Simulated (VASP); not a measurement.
# Al16HRu16 (a cell with a defect) in VASP: a series of runs

The runs below take Al16HRu16 (a cell with a defect) through single point, with PBE.

All numbers are computed with VASP 6.6.1; they aren't measurements. Logs are shortened: lines on timing, memory, paths and dates and some standing lists are left out, and cuts for length are marked.

**1. The cell of the first run**

The cell holds a defect, 33 atoms: a = 8.495 Å, b = 8.495 Å, c = 8.495 Å, α = 60.00°, β = 60.00°, γ = 60.00°.

**2. Single point, PBE**

Input file INCAR:

```
PREC = Accurate ; ENCUT = 520
EDIFF = 1E-6 ; ISMEAR = 1
SIGMA = 0.1 ; LREAL = Auto
LASPH = T ; NELM = 60
ALGO = Normal ; ISIF = 2
LWAVE = F ; LCHARG = F
GGA = PE ; NBANDS = 158
```

Input file KPOINTS:

```
Automatic mesh
0
Gamma
  1 1 1
```

Input file POSCAR:

```
Al16HRu16
1.0
    0.0000000000      6.0068828200      6.0068828200
    6.0068828200      0.0000000000      6.0068828200
    6.0068828200      6.0068828200      0.0000000000
Al Ru H
16 16 1
Direct
    0.0033037102      0.0005207360     -0.0019855556
    0.2498580453      0.2470084808      0.2509902466
    0.0031738591      0.0003232958      0.4976742663
    0.2496630191      0.2468793789      0.7516554984
    0.0013232321      0.4988728080     -0.0001505773
    0.2516749611      0.7485045297      0.2498608754
    0.0019034831      0.4987858245      0.4996781342
    0.2510844718      0.7485924288      0.7501902626
    0.5016780068     -0.0014937864     -0.0001405055
    0.7513098116      0.2488576929      0.2498627067
    0.5015906070     -0.0009052948      0.4996836279
    0.7513975443      0.2482750279      0.7501890972
    0.5019454500      0.4991616434     -0.0004119441
    0.7674721878      0.7646209586      0.2292862274
    0.4855635756      0.4827116804      0.5111926755
    0.7510216422      0.7482366703      0.7505130590
    0.1265102088      0.1236726306      0.1252301772
    0.3749433055      0.3721336951      0.3732572396
    0.1265134551      0.1236690514      0.6244918725
    0.3754893457      0.3726667503      0.8770583109
    0.1292415756      0.6227531171      0.1239366610
    0.3800705072      0.8701085333      0.3747356270
    0.1237469620      0.6246345421      0.6257439362
    0.3771032444      0.8730797915      0.8749018680
    0.6255477446      0.1264362936      0.1239428206
    0.8730017976      0.3771764104      0.3747147343
    0.6274297523      0.1209399320      0.6257490137
    0.8758754179      0.3743076180      0.8749063628
    0.6265125545      0.6236683172      0.1268177727
    0.8775154532      0.8746925248      0.3750315376
    0.6264917450      0.6236862966      0.6248293187
    0.8780491743      0.8752392310      0.8701520667
    0.6264787599      0.6237047754      0.4211213329
```

Potentials or basis: VASP PAW PBE potentials, release 64 (Al, Ru_pv, H).

The run is started by

```sh
$ cat potpaw_PBE.64/Al/POTCAR potpaw_PBE.64/Ru_pv/POTCAR potpaw_PBE.64/H/POTCAR > POTCAR
$ mpirun -np 1 vasp_gam > vasp.out
```

OUTCAR:

```text
PREC = Accurate
   ENCUT = 520
   EDIFF = 1E-6
   ISMEAR = 1
   LREAL = Auto
   LASPH = T
   NELM = 60
   ISIF = 2
   GGA = PE

 ion  position               nearest neighbor table
   1  0.003  0.001  0.998-  19 2.59  17 2.59  28 2.59  24 2.59  30 2.62  25 2.62  21 2.62  32 2.62
                            14 2.83   4 2.96  12 3.00   8 3.00  10 3.00   6 3.00
   2  0.250  0.247  0.251-  17 2.58  18 2.58  19 2.59  20 2.59  25 2.61  21 2.61  26 2.61  22 2.61
                             3 2.96   9 3.00   5 3.00  11 3.01   7 3.01  13 3.03
   3  0.003  0.000  0.498-  17 2.58  32 2.58  19 2.59  30 2.59  23 2.61  27 2.61  26 2.61  22 2.61
                             2 2.96   6 3.00  10 3.00   8 3.01  12 3.01  16 3.03
   4  0.250  0.247  0.752-  19 2.59  17 2.59  28 2.59  24 2.59  20 2.62  23 2.62  27 2.62  18 2.62
                            15 2.83   1 2.96   7 3.00  11 3.00   5 3.00   9 3.00
   5  0.001  0.499  1.000-  23 2.59  20 2.60  29 2.60  26 2.60  28 2.60  17 2.60  21 2.61  32 2.61
                            14 2.98   8 3.00  16 3.00   2 3.00  10 3.00   4 3.00
   6  0.252  0.749  0.250-  21 2.59  30 2.60  29 2.60  22 2.60  24 2.60  17 2.60  23 2.61  18 2.61
                            15 2.98   7 3.00  13 3.00   3 3.00   9 3.00   1 3.00
   7  0.002  0.499  0.500-  18 2.59  23 2.59  19 2.60  28 2.60  31 2.60  26 2.60  21 2.61  30 2.61
                             6 3.00   4 3.00  16 3.01   2 3.01  12 3.01  14 3.04
   8  0.251  0.749  0.750-  32 2.59  21 2.59  19 2.60  24 2.60  31 2.60  22 2.60  23 2.61  20 2.61
                             5 3.00   1 3.00  13 3.01   3 3.01  11 3.01  15 3.04
   9  0.502  0.999  1.000-  27 2.59  20 2.60  29 2.60  22 2.60  24 2.60  17 2.60  25 2.61  32 2.61
[... 29 lines left out ...]
  24  0.377  0.873  0.875-   1 2.59   4 2.59  13 2.59  16 2.59   9 2.60   6 2.60   8 2.60  11 2.60
                            27 2.99  21 2.99  31 3.00  17 3.01  19 3.01  29 3.01
  25  0.626  0.126  0.124-  14 2.51  13 2.59  12 2.59  10 2.59   2 2.61  11 2.61   9 2.61   1 2.62
                            18 2.97  20 2.99  28 2.99  22 3.01  30 3.02  32 3.03
  26  0.873  0.377  0.375-  10 2.60   5 2.60  12 2.60   7 2.60   3 2.61   2 2.61  15 2.69  14 2.69
                            29 2.97  31 2.98  27 3.01  21 3.01  17 3.02  19 3.02
  27  0.627  0.121  0.626-  15 2.51  16 2.59  11 2.59   9 2.59  12 2.61   3 2.61  10 2.61   4 2.62
                            32 2.97  30 2.99  24 2.99  26 3.01  20 3.02  18 3.03
  28  0.876  0.374  0.875-   1 2.59   4 2.59  16 2.59  13 2.59   5 2.60  10 2.60  12 2.60   7 2.60
                            23 2.99  25 2.99  31 3.00  17 3.01  19 3.01  29 3.01
  29  0.627  0.624  0.127-  10 2.60   5 2.60   6 2.60   9 2.60  13 2.61  16 2.61  15 2.67  14 2.67
                            22 2.97  26 2.97  28 3.01  24 3.01  18 3.02  32 3.02
  30  0.878  0.875  0.375-  14 2.54   3 2.59   6 2.60  10 2.60  16 2.60   7 2.61  11 2.61   1 2.62
                            23 2.99  27 2.99  17 2.99  31 3.02  21 3.02  25 3.02
  31  0.626  0.624  0.625-  33 1.73  13 2.60  16 2.60   8 2.60  11 2.60  12 2.60   7 2.60  15 2.75
                            14 2.75  22 2.98  26 2.98  28 3.00  24 3.00  20 3.02  30 3.02
  32  0.878  0.875  0.870-  14 2.49   3 2.58   8 2.59  12 2.59  16 2.59   5 2.61   9 2.61   1 2.62
                            23 2.97  27 2.97  19 2.98  29 3.02  21 3.03  25 3.03
  33  0.626  0.624  0.421-  31 1.73  15 1.75  14 1.75

  LATTYP: Found a face centered cubic cell.
 ALAT       =    12.0137656400

  Lattice vectors:

 A1 = (   0.0000000000,   6.0068828200,   6.0068828200)
 A2 = (   6.0068828200,   0.0000000000,   6.0068828200)
 A3 = (   6.0068828200,   6.0068828200,   0.0000000000)

Analysis of symmetry for initial positions (statically):
=====================================================================
 Subroutine PRICEL returns:
 Original cell was already a primitive cell.

 Routine SETGRP: Setting up the symmetry group for a
 face centered cubic supercell.

 Subroutine GETGRP returns: Found  2 space group operations
 (whereof  1 operations were pure point group operations)
 out of a pool of 48 trial point group operations.

The static configuration has the point symmetry C_1 .
 The point group associated with its full space group is C_1h.

Analysis of symmetry for dynamics (positions and initial velocities):
=====================================================================
 Subroutine PRICEL returns:
 Original cell was already a primitive cell.

 Routine SETGRP: Setting up the symmetry group for a
 face centered cubic supercell.

 Subroutine GETGRP returns: Found  2 space group operations
 (whereof  1 operations were pure point group operations)
 out of a pool of 48 trial point group operations.

The dynamic configuration has the point symmetry C_1 .
 The point group associated with its full space group is C_1h.

 Subroutine INISYM returns: Found  2 space group operations
 (whereof  1 operations are pure point group operations),
 and found     1 'primitive' translations

----------------------------------------------------------------------------------------
[... 96 lines left out ...]
     0.083237848 -0.083237848  0.083237848     0.000000000  1.000000000  0.000000000
     0.083237848  0.083237848 -0.083237848     0.000000000  0.000000000  1.000000000

  Length of vectors
     0.144172182  0.144172182  0.144172182

  Shift w.r.t. Gamma in fractional coordinates (k-lattice)
     0.000000000  0.000000000  0.000000000

 Subroutine IBZKPT returns following result:
 ===========================================

 Found      1 irreducible k-points:

 Following reciprocal coordinates:
            Coordinates               Weight
  0.000000  0.000000  0.000000      1.000000
   k-points           NKPTS =      1   k-points in BZ     NKDIM =      1   number of bands    NBANDS=    158
   number of dos      NEDOS =    301   number of ions     NIONS =     33
   total plane-waves  NPLWV = 262144
   dimension x,y,z NGX =    64 NGY =   64 NGZ =   64
   dimension x,y,z NGXF=   128 NGYF=  128 NGZF=  128
   ions per type =              16  16   1
   NGX,Y,Z   is equivalent  to a cutoff of  12.52, 12.52, 12.52 a.u.
   NGXF,Y,Z  is equivalent  to a cutoff of  25.05, 25.05, 25.05 a.u.
 SYSTEM =  unknown system
   PREC   = accura    normal or accurate (medium, high low for compatibility)
   ISTART =      0    job   : 0-new  1-cont  2-samecut
   ICHARG =      2    charge: 1-file 2-atom 10-const
   ISPIN  =      1    spin polarized calculation?
   LNONCOLLINEAR =      F non collinear calculations
   LSORBIT =      F    spin-orbit coupling
   LASPH  =      T    aspherical Exc in radial PAW
   ENCUT  =  520.0 eV  38.22 Ry    6.18 a.u.  15.80 15.80 15.80*2*pi/ulx,y,z
   NELM   =     60;   NELMIN=  2; NELMDL= -5     # of ELM steps
   EDIFF  = 0.1E-05   stopping-criterion for ELM
   LREAL  =      T    real-space projection
   EDIFFG = 0.1E-04   stopping-criterion for IOM
   NSW    =      0    number of steps for IOM
   IBRION =     -1    ionic relax: 0-MD 1-quasi-New 2-CG
   NFREE  =      0    steps in history (QN), initial steepest desc. (CG)
   ISIF   =      2    stress and relaxation
   ISYM   =      2    0-nonsym 1-usesym 2-fastsym
   POTIM  = 0.5000    time-step for ionic-motion
   TEBEG  =    0.0;   TEEND  =   0.0 temperature during run
   PSTRESS=    0.0 pullay stress
   NELECT =     273.0000    total number of electrons
   NUPDOWN=      -1.0000    fix difference up-down
   EMIN   =  10.00;   EMAX   =-10.00  energy-range for DOS
   EFERMI =   0.00;   METHOD = LEGACY
   ISMEAR =     1;   SIGMA  =   0.10  broadening in eV -4-tet -1-fermi 0-gaus
   EFERMI_NEDOS =   21; number of points for ismear=-14 and -15
   IALGO  =     38    algorithm
   IMIX   =      4    mixing-type and parameters
     AMIX     =   0.40;   BMIX     =  1.00
     AMIX_MAG =   1.60;   BMIX_MAG =  1.00
  volume/ion in A,a.u.               =      13.14        88.65
  Fermi-wavevector in a.u.,A,eV,Ry     =   1.403255  2.651767 26.791561  1.969124
  Thomas-Fermi vector in A             =   2.525935
   LORBIT       =      0    0 simple, 1 ext, 2 COOP (PROOUT), +10 PAW based schemes
   GGA     = PE    functional components
   LHFCALC =     F    Hartree Fock is set to
   AEXX    =    0.0000 exact exchange contribution
   IVDW    =     0    specifies the selected vdW correction
   LEPSILON=     F    determine dielectric tensor
   LRPA    =     F    only Hartree local field effects (RPA)
 non-spin polarized calculation
 Methfessel and Paxton  Order N= 1 SIGMA  =   0.10
  energy-cutoff  :      520.00
  volume of cell :      433.49
 maximum number of plane-waves:      5788
 NGX is ok and might be reduce to    64
   NGX = 31   NGY = 31   NGZ = 31

 number of electron     273.0000037 magnetization

 Free energy of the ion-electron system (eV)
  ---------------------------------------------------
  ext. energy  EPLUGINS =         0.00000000
  ---------------------------------------------------
  free energy    TOTEN  =      -240.17272141 eV

  energy without entropy =     -240.09538255  energy(sigma->0) =     -240.14694179

 E-fermi :  10.4754     XC(G=0): -12.5503

 val. band max:       10.4593520751   @ k =   0.0000   0.0000   0.0000
 cond. band min:      10.4811978177   @ k =   0.0000   0.0000   0.0000
 fundamental gap:      0.0218457426
 Fermi energy:        10.4753828037

 k-point     1 :       0.0000    0.0000    0.0000
  band No.  band energies     occupation
      1     -31.9288      2.00000
      2     -31.7847      2.00000
      3     -31.7729      2.00000
      4     -31.7606      2.00000
      5     -31.7445      2.00000
      6     -31.7403      2.00000
[... 140 lines left out ...]
    147      12.5453      0.00000
    148      12.5704      0.00000
 [bands above 148 left out]

------------------------ aborting loop because EDIFF is reached ----------------------------------------

  FORCE on cell =-STRESS in cart. coord.  units (eV):
  Direction    XX          YY          ZZ          XY          YZ          ZX
  --------------------------------------------------------------------------------------
  -------------------------------------------------------------------------------------
  Total      -11.2142101    -11.2171175     -7.7671805      0.5732500      0.0000000      0.0000000
  in kB      -41.4478298    -41.4585755    -28.7075746      2.1187377      0.0000000      0.0000000
  external PRESSURE =     -37.2046600 kB  Pullay stress =       0.0000000 kB

 VOLUME and BASIS-vectors are now :
 -----------------------------------------------------------------------------
  energy-cutoff  :      520.00
  volume of cell :      433.49
      direct lattice vectors                 reciprocal lattice vectors
     0.000000000  6.006882820  6.006882820    -0.083237848  0.083237848  0.083237848
     6.006882820  0.000000000  6.006882820     0.083237848 -0.083237848  0.083237848
     6.006882820  6.006882820  0.000000000     0.083237848  0.083237848 -0.083237848

 POSITION                                       TOTAL-FORCE (eV/Angst)
 -----------------------------------------------------------------------------------
      5.99808      6.01480      0.02297        -0.000807      0.001571     -0.000871
      2.99142      3.00854      2.98462         0.000696     -0.000540      0.002610
      2.99141      3.00854      0.02101         0.000696     -0.000540     -0.002610
      5.99808      6.01480      2.98267        -0.000807      0.001571      0.000871
      9.00265      6.01393      3.00462        -0.002061      0.001728     -0.000708
      5.99706      3.01267      6.00796         0.001214     -0.002012      0.000492
[... 25 lines left out ...]
     10.48436     10.50124     10.53180        -0.000589     -0.000001      0.004650
      6.27615      6.29281      7.50971        -0.007921     -0.008013      0.000000
 -----------------------------------------------------------------------------------
    total drift:                                0.017736     -0.013751      0.184700

  FREE ENERGIE OF THE ION-ELECTRON SYSTEM (eV)
  ---------------------------------------------------
  free  energy   TOTEN  =      -240.1727214083 eV

  energy  without entropy=     -240.0953825460  energy(sigma->0) =     -240.14694179
```

It took 3.5 min on 1 thread of AMD EPYC 7R43 (Zen 3), shared host; peak memory 0.52 GiB.

What came out:

```yaml
Free_energy: -240.1727 eV
Pressure: -3.7 GPa
Largest_force: 0.011 eV/Å
Band_gap_on_the_k_mesh: zero (an odd number of electrons rules out a gap without spin polarisation)
```

Forces in eV/Å, atoms in the order of the input:
```
Al  -0.001  0.002 -0.001
Al   0.001 -0.001  0.003
Al   0.001 -0.001 -0.003
Al  -0.001  0.002  0.001
Al  -0.002  0.002 -0.001
Al   0.001 -0.002  0.000
Al   0.001 -0.002 -0.002
Al  -0.001  0.001  0.000
Al   0.001 -0.002  0.000
Al  -0.002  0.002  0.001
Al  -0.001  0.001  0.000
Al   0.001 -0.002  0.002
Al   0.000 -0.001 -0.002
Al   0.000  0.000 -0.009
Al   0.000  0.000  0.009
Al   0.000 -0.001  0.002
Ru   0.003 -0.001  0.000
Ru  -0.001  0.000 -0.005
Ru   0.003 -0.002  0.000
Ru   0.002  0.001  0.000
Ru  -0.003  0.004  0.002
Ru  -0.001 -0.001  0.000
Ru   0.000  0.001 -0.001
Ru   0.002 -0.002  0.000
Ru   0.000  0.001  0.001
Ru   0.001  0.000  0.000
Ru  -0.003  0.004 -0.002
Ru  -0.001  0.000  0.000
Ru   0.001 -0.003  0.000
Ru   0.002  0.001  0.000
Ru   0.007  0.007  0.000
Ru  -0.001  0.000  0.005
H   -0.008 -0.008  0.000
```

Levels at points of the mesh, in eV from the Fermi level:
```
           k point  band 132  band 133  band 134  band 135  band 136  band 137  band 138  band 139  band 140  band 141
(0.00, 0.00, 0.00)     -1.21     -1.21     -1.21     -1.18     -0.02      0.01      0.01      0.22      0.22      0.26
```

Caveat: the k points lie up to 0.91 Å⁻¹ apart, too coarse for converged energies and pressures of a metal.

[end of part 1 of 2]
